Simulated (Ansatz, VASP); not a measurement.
## TaN: VASP beside Ansatz

```
Ta N
1.0
     2.99710    0.00000    0.00000
    -1.49855    2.59556    0.00000
     0.00000    0.00000    2.79900
Ta N
1 1
Direct
  0.33333 0.66667 0.50000
  0.00000 0.00000 0.00000
```

Alike in both runs: task single point; functional PBEsol; k mesh 18 × 18 × 16; occupations gaussian, width 0.15 eV; no spin polarisation.

```csv
,VASP,Ansatz
version,VASP 6.6.1,Ansatz 0.2.0
potentials or method,"VASP PAW PBE potentials, release 64 (Ta_pv, N), cutoff 520 eV","scalar-relativistic, plane waves, PAW"
valence electrons in the cell,16,18
```

```tsv
	VASP	Ansatz	Ansatz less VASP
gap on the k mesh at the Fermi level (eV)	none	none	-
pressure (GPa)	-5.7	-6.4	-0.75
traceless stress, the component that is largest in VASP (GPa)	20.76	20.61	-0.144
```

VASP's potentials were made for PBE, not for PBEsol. A gap of «none» marks a metal or a gap that the smearing closes. VASP's potentials hold 16 valence electrons a cell and Ansatz's 18, so a difference there can come from the potentials and not from the codes.

Neither program's run includes spin-orbit coupling.
